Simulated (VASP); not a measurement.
# Be (P6_3/mmc) in VASP: further runs

The runs below take Be through single point, relaxation of cell and atoms, with r2SCAN.

Everything below comes from runs of VASP 6.6.1. Logs are shortened: lines on timing, memory, paths and dates and some standing lists are left out, and cuts for length are marked.

## (1) The cell of the first run

The structure is hexagonal, space group P6_3/mmc (No. 194). The conventional cell has a = 3.628 Å, b = 3.628 Å, c = 3.655 Å, α = 90.00°, β = 90.00°, γ = 120.00°. Within 2.4 Å of Be (site symmetry -6m2) lie 5 Be at 1.83 to 2.09 Å. Within 2.8 Å of Be (site symmetry -6m2) lie 15 Be at 2.09 to 2.78 Å.

## (2) Single point, r2SCAN

POSCAR

```
Be
1.0
    3.6276355292      0.0000000000      0.0000000000
   -1.8138177646      3.1416245239      0.0000000000
    0.0000000000      0.0000000000      3.6549775338
Be
4
Direct
    0.0000000000      0.0000000000      0.2500000000
    0.0000000000      0.0000000000      0.7500000000
    0.3333333333      0.6666666667      0.7500000000
    0.6666666667      0.3333333333      0.2500000000
```

INCAR.step1

```
ALGO     = Normal         # electronic algorithm
EDIFF    = 1E-4           # SCF threshold, eV
ENCUT    = 520            # plane-wave cutoff, eV
GGA      = PE             # functional
ISMEAR   = 0              # smearing method
LASPH    = T              # aspherical terms in the spheres
LCHARG   = F              # write CHGCAR
LREAL    = F              # projectors in reciprocal space
LWAVE    = T              # write WAVECAR
NBANDS   = 12             # bands
NELM     = 80             # most SCF steps
PREC     = Accurate       # precision mode
SIGMA    = 0.1            # smearing width, eV
```

INCAR.step2

```
ALGO     = Normal         # electronic algorithm
EDIFF    = 1E-7           # SCF threshold, eV
ENCUT    = 520            # plane-wave cutoff, eV
ISIF     = 2              # what is computed and relaxed
ISMEAR   = 0              # smearing method
ISTART   = 1            
LASPH    = T              # aspherical terms in the spheres
LCHARG   = F              # write CHGCAR
LMIXTAU  = T            
LREAL    = F              # projectors in reciprocal space
LWAVE    = F              # write WAVECAR
METAGGA  = R2SCAN         # meta-GGA
NBANDS   = 12             # bands
NELM     = 80             # most SCF steps
PREC     = Accurate       # precision mode
SIGMA    = 0.1            # smearing width, eV
```

KPOINTS

```
k-points
0
Gamma
  9 9 4
```

Potentials or basis: VASP PAW PBE potentials, release 64 (Be).

Run with:

```
cat potpaw_PBE.64/Be/POTCAR > POTCAR
cp INCAR.step1 INCAR
mpirun -np 1 vasp_std > vasp.out
cp INCAR.step2 INCAR
mpirun -np 1 vasp_std > vasp.out
```

OUTCAR:

```text
EDIFF = 1E-7
   ENCUT = 520
   ISIF = 2
   ISMEAR = 0
   ISTART = 1
   LASPH = T
   LREAL = F
   METAGGA = R2SCAN
   NELM = 80
   PREC = Accurate

 ion  position               nearest neighbor table
   1  0.000  0.000  0.250-   2 1.83   2 1.83   4 2.09   4 2.09   4 2.09
   2  0.000  0.000  0.750-   1 1.83   1 1.83   3 2.09   3 2.09   3 2.09
   3  0.333  0.667  0.750-   2 2.09   2 2.09   2 2.09
   4  0.667  0.333  0.250-   1 2.09   1 2.09   1 2.09

  LATTYP: Found a hexagonal cell.
 ALAT       =     3.6276355292
 C/A-ratio  =     1.0075371421

  Lattice vectors:

 A1 = (   3.6276355292,   0.0000000000,   0.0000000000)
 A2 = (  -1.8138177646,   3.1416245239,   0.0000000000)
 A3 = (   0.0000000000,   0.0000000000,   3.6549775338)

Analysis of symmetry for initial positions (statically):
=====================================================================
 Subroutine PRICEL returns:
 Original cell was already a primitive cell.

 Routine SETGRP: Setting up the symmetry group for a
 hexagonal supercell.

 Subroutine GETGRP returns: Found 24 space group operations
 (whereof 12 operations were pure point group operations)
 out of a pool of 24 trial point group operations.

The static configuration has the point symmetry D_3d.
 The point group associated with its full space group is D_6h.

Analysis of symmetry for dynamics (positions and initial velocities):
=====================================================================
 Subroutine PRICEL returns:
 Original cell was already a primitive cell.

 Routine SETGRP: Setting up the symmetry group for a
 hexagonal supercell.

 Subroutine GETGRP returns: Found 24 space group operations
 (whereof 12 operations were pure point group operations)
 out of a pool of 24 trial point group operations.

The dynamic configuration has the point symmetry D_3d.
 The point group associated with its full space group is D_6h.

 Subroutine INISYM returns: Found 24 space group operations
 (whereof 12 operations are pure point group operations),
 and found     1 'primitive' translations

----------------------------------------------------------------------------------------

                                     Primitive cell

  volume of cell :      41.6546

  direct lattice vectors                    reciprocal lattice vectors
     3.627635529  0.000000000  0.000000000     0.275661651  0.159153329  0.000000000
    -1.813817765  3.141624524  0.000000000     0.000000000  0.318306657  0.000000000
     0.000000000  0.000000000  3.654977534     0.000000000  0.000000000  0.273599493

  length of vectors
     3.627635529  3.627635529  3.654977534     0.318306657  0.318306657  0.273599493

  position of ions in fractional coordinates (direct lattice)
     0.000000000  0.000000000  0.250000000
     0.000000000  0.000000000  0.750000000
     0.333333333  0.666666667  0.750000000
     0.666666667  0.333333333  0.250000000

  ion indices of the primitive-cell ions
   primitive index   ion index
                 1           1
                 2           2
                 3           3
                 4           4

----------------------------------------------------------------------------------------

 KPOINTS: k-points

Automatic generation of k-mesh.
 Grid dimensions read from file:
 generate k-points for:    9    9    4

 Generating k-lattice:

  Cartesian coordinates                     Fractional coordinates (reciprocal lattice)
     0.030629072  0.017683703  0.000000000     0.111111111  0.000000000  0.000000000
     0.000000000  0.035367406  0.000000000     0.000000000  0.111111111  0.000000000
     0.000000000  0.000000000  0.068399873     0.000000000  0.000000000  0.250000000

  Length of vectors
     0.035367406  0.035367406  0.068399873

  Shift w.r.t. Gamma in fractional coordinates (k-lattice)
     0.000000000  0.000000000  0.000000000

 Subroutine IBZKPT returns following result:
 ===========================================

 Found     36 irreducible k-points:

 Following reciprocal coordinates:
            Coordinates               Weight
  0.000000  0.000000  0.000000      1.000000
  0.111111  0.000000  0.000000      6.000000
  0.222222  0.000000  0.000000      6.000000
  0.333333  0.000000  0.000000      6.000000
  0.444444  0.000000  0.000000      6.000000
  0.111111  0.111111  0.000000      6.000000
[... 16 lines left out ...]
  0.333333  0.222222  0.250000     24.000000
  0.333333  0.333333  0.250000      4.000000
 [... further k-points ...]
   k-points           NKPTS =     36   k-points in BZ     NKDIM =     36   number of bands    NBANDS=     12
   number of dos      NEDOS =    301   number of ions     NIONS =      4
   total plane-waves  NPLWV =  21952
   dimension x,y,z NGX =    28 NGY =   28 NGZ =   28
   dimension x,y,z NGXF=    56 NGYF=   56 NGZF=   56
   ions per type =               4
   NGX,Y,Z   is equivalent  to a cutoff of  12.83, 12.83, 12.74 a.u.
   NGXF,Y,Z  is equivalent  to a cutoff of  25.66, 25.66, 25.47 a.u.
 SYSTEM =  unknown system
   PREC   = accura    normal or accurate (medium, high low for compatibility)
   ISTART =      1    job   : 0-new  1-cont  2-samecut
   ICHARG =      0    charge: 1-file 2-atom 10-const
   ISPIN  =      1    spin polarized calculation?
   LNONCOLLINEAR =      F non collinear calculations
   LSORBIT =      F    spin-orbit coupling
   LASPH  =      T    aspherical Exc in radial PAW
   ENCUT  =  520.0 eV  38.22 Ry    6.18 a.u.   6.74  6.74  6.80*2*pi/ulx,y,z
   NELM   =     80;   NELMIN=  2; NELMDL=  0     # of ELM steps
   EDIFF  = 0.1E-06   stopping-criterion for ELM
   LREAL  =      F    real-space projection
   EDIFFG = 0.1E-05   stopping-criterion for IOM
   NSW    =      0    number of steps for IOM
   IBRION =     -1    ionic relax: 0-MD 1-quasi-New 2-CG
   NFREE  =      0    steps in history (QN), initial steepest desc. (CG)
   ISIF   =      2    stress and relaxation
   ISYM   =      2    0-nonsym 1-usesym 2-fastsym
   POTIM  = 0.5000    time-step for ionic-motion
   TEBEG  =    0.0;   TEEND  =   0.0 temperature during run
   PSTRESS=    0.0 pullay stress
   NELECT =       8.0000    total number of electrons
   NUPDOWN=      -1.0000    fix difference up-down
   EMIN   =  10.00;   EMAX   =-10.00  energy-range for DOS
   EFERMI =   0.00;   METHOD = LEGACY
   ISMEAR =     0;   SIGMA  =   0.10  broadening in eV -4-tet -1-fermi 0-gaus
   EFERMI_NEDOS =   21; number of points for ismear=-14 and -15
   IALGO  =     38    algorithm
   IMIX   =      4    mixing-type and parameters
     AMIX     =   0.40;   BMIX     =  1.00
     AMIX_MAG =   1.60;   BMIX_MAG =  1.00
  volume/ion in A,a.u.               =      10.41        70.27
  Fermi-wavevector in a.u.,A,eV,Ry     =   0.944533  1.784909 12.138345  0.892143
  Thomas-Fermi vector in A             =   2.072347
   LORBIT       =      0    0 simple, 1 ext, 2 COOP (PROOUT), +10 PAW based schemes
   METAGGA = R2SCAN    functional components
   LHFCALC =     F    Hartree Fock is set to
   AEXX    =    0.0000 exact exchange contribution
   IVDW    =     0    specifies the selected vdW correction
   LEPSILON=     F    determine dielectric tensor
   LRPA    =     F    only Hartree local field effects (RPA)
 non-spin polarized calculation
 Gauss-broadening in eV      SIGMA  =   0.10
  energy-cutoff  :      520.00
  volume of cell :       41.65
 maximum number of plane-waves:      1141
 NGX is ok and might be reduce to    28
   NGX = 13   NGY = 13   NGZ = 13

 number of electron       8.0000000 magnetization

 Free energy of the ion-electron system (eV)
  ---------------------------------------------------
  ext. energy  EPLUGINS =         0.00000000
  ---------------------------------------------------
  free energy    TOTEN  =       -13.82137765 eV

  energy without entropy =      -13.81616947  energy(sigma->0) =      -13.81877356

 E-fermi :   4.0529     XC(G=0): -10.1638

 val. band max:        3.9947348444   @ k =   0.4444   0.1111   0.5000
 cond. band min:       4.0633781220   @ k =   0.1111   0.0000   0.0000
 fundamental gap:      0.0686432776
 Fermi energy:         4.0528761584

 k-point     1 :       0.0000    0.0000    0.0000
  band No.  band energies     occupation
      1      -5.5780      2.00000
      2       1.5760      2.00000
      3       4.7818      0.00000
      4       4.7818      0.00000
      5       6.8476      0.00000
      6       6.8476      0.00000
      7       7.0772      0.00000
      8      12.0398      0.00000
      9      12.2311      0.00000
     10      13.4804      0.00000
     11      14.8732      0.00000
     12      14.8732      0.00000

 k-point     2 :       0.1111    0.0000    0.0000
  band No.  band energies     occupation
      1      -5.4215      2.00000
      2       1.7419      2.00000
      3       3.6709      2.00000
      4       4.0634      0.88193
      5       7.1616      0.00000
      6       7.2722      0.00000
      7       7.8188      0.00000
      8      11.7002      0.00000
      9      12.4164      0.00000
     10      13.3578      0.00000
     11      14.2788      0.00000
     12      15.0017      0.00000

 k-point     3 :       0.2222    0.0000    0.0000
  band No.  band energies     occupation
      1      -4.9526      2.00000
      2       1.7946      2.00000
      3       2.2247      2.00000
      4       3.0902      2.00000
      5       7.4400      0.00000
      6       7.4801      0.00000
      7       9.3665      0.00000
      8      10.3902      0.00000
      9      11.8750      0.00000
     10      13.7017      0.00000
     11      13.8477      0.00000
     12      13.9726      0.00000
[... 286 lines left out ...]
 k-point    23 :       0.3333    0.2222    0.2500
  band No.  band energies     occupation
      1      -2.0582      2.00000
      2      -0.6554      2.00000
      3       0.6587      2.00000
      4       2.2135      2.00000
      5       4.3405      0.00005
      6       5.8071      0.00000
      7      10.5193      0.00000
      8      11.3301      0.00000
      9      12.2402      0.00000
     10      13.6686      0.00000
     11      14.7948      0.00000
     12      17.0386      0.00000

 k-point    24 :       0.3333    0.3333    0.2500
  band No.  band energies     occupation
      1      -1.1820      2.00000
      2      -0.6258      2.00000
      3      -0.6258      2.00000
      4       2.6262      2.00000
      5       4.6690      0.00000
      6       4.6690      0.00000
      7      11.5358      0.00000
      8      11.9823      0.00000
      9      11.9823      0.00000
     10      13.7372      0.00000
     11      15.1786      0.00000
     12      15.1786      0.00000

 [... further k-points ...]

------------------------ aborting loop because EDIFF is reached ----------------------------------------

  FORCE on cell =-STRESS in cart. coord.  units (eV):
  Direction    XX          YY          ZZ          XY          YZ          ZX
  --------------------------------------------------------------------------------------
  -------------------------------------------------------------------------------------
  Total        0.0374817      0.0374817      0.0441381     -0.0000000      0.0000000      0.0000000
  in kB        1.4416763      1.4416763      1.6977034     -0.0000000      0.0000000      0.0000000
  external PRESSURE =       1.5270187 kB  Pullay stress =       0.0000000 kB

 VOLUME and BASIS-vectors are now :
 -----------------------------------------------------------------------------
  energy-cutoff  :      520.00
  volume of cell :       41.65
      direct lattice vectors                 reciprocal lattice vectors
     3.627635529  0.000000000  0.000000000     0.275661651  0.159153329  0.000000000
    -1.813817765  3.141624524  0.000000000     0.000000000  0.318306657  0.000000000
     0.000000000  0.000000000  3.654977534     0.000000000  0.000000000  0.273599493

 POSITION                                       TOTAL-FORCE (eV/Angst)
 -----------------------------------------------------------------------------------
      0.00000      0.00000      0.91374        -0.000000     -0.000000     -0.000000
      0.00000      0.00000      2.74123         0.000000      0.000000     -0.000000
     -0.00000      2.09442      2.74123         0.000000      0.000000      0.000000
      1.81382      1.04721      0.91374        -0.000000     -0.000000      0.000000
 -----------------------------------------------------------------------------------
    total drift:                               -0.000000      0.000000      0.000000

  FREE ENERGIE OF THE ION-ELECTRON SYSTEM (eV)
  ---------------------------------------------------
  free  energy   TOTEN  =       -13.8213776482 eV

  energy  without entropy=      -13.8161694720  energy(sigma->0) =      -13.81877356
```

Run time: 32 s. Hardware: 1 thread of Intel Xeon 6975P-C (Granite Rapids), shared host; peak memory 0.15 GiB.

What came out:

```yaml
Free_energy: -13.8214 eV
Pressure: 0.2 GPa
Band_gap_on_the_k_mesh: zero (bands 4 and 5 overlap by 5.18 eV)
```

Levels at points of the mesh, in eV from the Fermi level:
| k point | band 1 | band 2 | band 3 | band 4 | band 5 | band 6 | band 7 | band 8 | band 9 |
| --- | --- | --- | --- | --- | --- | --- | --- | --- | --- |
| (0.00, 0.00, 0.00) | -9.63 | -2.48 | 0.73 | 0.73 | 2.79 | 2.79 | 3.02 | 7.99 | 8.18 |
| (0.00, 0.00, 0.50) | -7.31 | -7.31 | 2.96 | 2.96 | 2.96 | 2.96 | 7.05 | 7.05 | 7.05 |

Caveat: the k points lie up to 0.43 Å⁻¹ apart, too coarse for converged energies and pressures of a metal; the PAW data sets were made with another functional, which shifts forces and pressure a little.

## (3) Relaxation of cell and atoms, r2SCAN

This run uses another cell than the first one, of 8.56 Å³/atom.

POSCAR

```
Be
1.0
    2.4391571322      0.0000000000      0.0000000000
   -1.2195785661      2.1123720403      0.0000000000
    0.0000000000      0.0000000000      6.6432328396
Be
4
Direct
    0.0000000000      0.0000000000      0.2500000000
    0.0000000000      0.0000000000      0.7500000000
    0.3333333333      0.6666666667      0.7500000000
    0.6666666667      0.3333333333      0.2500000000
```

INCAR.step1

```
SYSTEM = Be
PREC = Accurate
ENCUT = 600
ISMEAR = 0
SIGMA = 0.1
LREAL = .False.
LASPH = .True.
NELM = 100
GGA = PE
ALGO = Normal
EDIFF = 1E-4
LWAVE = .True.
LCHARG = .False.
```

INCAR.step2

```
SYSTEM = Be
PREC = Accurate
ENCUT = 600
EDIFF = 1E-6
ISMEAR = 0
SIGMA = 0.1
LREAL = .False.
LASPH = .True.
NELM = 100
ALGO = Normal
ISIF = 3
LWAVE = .False.
LCHARG = .False.
METAGGA = R2SCAN
LMIXTAU = .True.
IBRION = 2
NSW = 90
EDIFFG = -0.04
ISTART = 1
```

KPOINTS

```
Automatic mesh
0
Gamma
  9 9 4
  0 0 0
```

Potentials or basis: VASP PAW PBE potentials, release 64 (Be).

Run with:

```
cat potpaw_PBE.64/Be/POTCAR > POTCAR
cp INCAR.step1 INCAR
mpirun -np 1 vasp_std > vasp.out
cp INCAR.step2 INCAR
mpirun -np 1 vasp_std > vasp.out
```

Wall time 4.3 min (1 thread of Intel Xeon 6975P-C (Granite Rapids), shared host); peak memory 0.15 GiB.

Results (log left out):

```yaml
Free_energy: -13.8182 eV
Relaxed_volume: 10.45 Å³/atom
Relaxed_cell: a = 3.632 Å, b = 3.632 Å, c = 3.660 Å, α = 90.00°, β = 90.00°, γ = 120.00°
Space_group_after_relaxing_to_0.1_Å: P6_3/mmc (No. 194)
Energy_gained_by_relaxing: 5064.8 meV/atom
Ionic_steps: 13
Pressure_after_relaxing: -0.2 GPa
Band_gap_on_the_k_mesh: zero (bands 4 and 5 overlap by 5.18 eV)
```

Step by step:
```csv
step,energy change (eV),largest force (eV/Å),pressure (GPa),volume (Å³)
1,0.0000,0.0000,136.01,34.23
2,-16.0288,0.0000,-3.06,79.49
3,-16.0211,0.0000,-1.68,76.75
4,-16.0304,0.0000,-2.55,78.40
5,-16.2260,0.0000,-3.18,75.03
6,-17.0200,0.0000,-5.48,65.72
7,-20.1425,0.0000,-7.16,46.55
8,-18.8706,0.0000,11.38,38.83
9,-20.1682,0.0000,-6.08,45.73
10,-20.0663,0.0000,11.04,37.31
11,-20.2360,0.0000,-0.85,42.29
12,-20.2104,0.0000,1.14,41.13
13,-20.2592,0.0000,-0.17,41.82
```

Final structure:
```xyz
4
Lattice="3.6323 0.0000 0.0000 -1.8161 3.1456 0.0000 0.0000 0.0000 3.6599" Properties=species:S:1:pos:R:3 pbc="T T T"
Be    0.0000    0.0000    0.9150
Be    0.0000    0.0000    2.7450
Be    0.0000    2.0971    2.7450
Be    1.8161    1.0485    0.9150
```

Levels at points of the mesh, in eV from the Fermi level:
```csv
k point,band 2,band 3,band 4,band 5,band 6,band 7
"(0.00, 0.00, 0.00)",-2.47,0.73,0.73,2.79,2.79,3.00
"(0.00, 0.00, 0.50)",-7.30,2.95,2.95,2.95,2.95,7.03
```

Caveat: the volume moved by over 15 % at a fixed basis, so the end points are rough; the PAW data sets were made with another functional, which shifts forces and pressure a little.

The gap in the log of VASP goes by the Fermi energy; the results here count the filled bands.